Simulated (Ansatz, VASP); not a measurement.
**Two plane-wave programs on LiTaO2**

INCAR

```
SYSTEM = LiTaO2
PREC = Accurate
ENCUT = 520
EDIFF = 1E-6
ISMEAR = 0
SIGMA = 0.1
LREAL = .False.
LASPH = .True.
NELM = 150
ALGO = Normal
ISIF = 2
LWAVE = .False.
LCHARG = .True.
ISPIN = 2
MAGMOM = 0 1 0 0
LORBIT = 11
LMAXMIX = 4
GGA = PE
LELF = .True.
LVHAR = .True.
NBANDS = 25
```

The input KPOINTS:

```
Automatic mesh
0
Gamma
  6 6 4
  0 0 0
```

POSCAR

```
LiTaO2
1.0
    2.7183820100      0.0000000000      0.0000000000
    0.0000000000      3.2371193400      0.0000000000
    0.0000000000      0.0000000000      5.2160187400
Li Ta O
1 1 2
Direct
    0.5000000000      0.5000000000      0.5000000000
    0.0000000000      0.0000000000      0.0000000000
    0.0000000000      0.5000000000      0.2708497900
    0.0000000000      0.5000000000      0.7291502100
```

Input for Ansatz:

```yaml
crystal:
  lattice:
    - [2.71838201, 0.0, 0.0]
    - [0.0, 3.23711934, 0.0]
    - [0.0, 0.0, 5.21601874]
  atoms:
    - { symbol: Li, position: [0.5, 0.5, 0.5] }
    - { symbol: Ta, position: [0.0, 0.0, 0.0], spin: 1.0 }
    - { symbol: O, position: [0.0, 0.5, 0.27084979] }
    - { symbol: O, position: [0.0, 0.5, 0.72915021] }
basis:
  ecutwfc: 420
kpoints:
  mp_grid: { grid: [6, 6, 4] }
hamiltonian:
  xc: pbe
scf:
  occupations: { method: gaussian, width: 0.1 }
  lower_state_search: "off"
output:
  forces: true
  stress: true
  eigenvalues: true
  populations: true
magnetization:
  spin_polarized: true
```

Change from the starting cell: species swapped into the CuAgO2 type (Pmmm, No. 47).

Alike in both runs: task single point; functional PBE; k mesh 6 × 6 × 4; occupations gaussian, width 0.1 eV; collinear spin.

|  | VASP | Ansatz |
| --- | --- | --- |
| version | VASP 6.6.1 | Ansatz 0.2.0 |
| potentials or method | VASP PAW PBE potentials, release 64 (Li_sv, Ta_pv, O), cutoff 520 eV | scalar-relativistic, plane waves, PAW |
| valence electrons in the cell | 26 | 28 |

VASP gave:

* gap on the k mesh at the Fermi level (eV): none
* rms of the force components (eV/Å): 1.629
* net moment per atom (μB): 0.00

Problem. What did Ansatz give for the same quantities?

Solution. gap on the k mesh at the Fermi level (eV): none; rms of the force components (eV/Å): 1.630; net moment per atom (μB): 0.00.

Atom by atom the forces differ by 0.001 eV/Å (rms over components). A gap of «none» marks a metal or a gap that the smearing closes. The functional is the same, so the differences come from potentials, cutoffs and numerics. VASP's potentials hold 26 valence electrons a cell and Ansatz's 28, so a difference there can come from the potentials and not from the codes. Ansatz's warnings: seeded moment not kept.

The k mesh is coarse, so the values compare programs but aren't converged. Neither program's run includes spin-orbit coupling. Noted on VASP's run: the cutoff is under 1.25 times that of the potentials, so the pressure is a little rough.
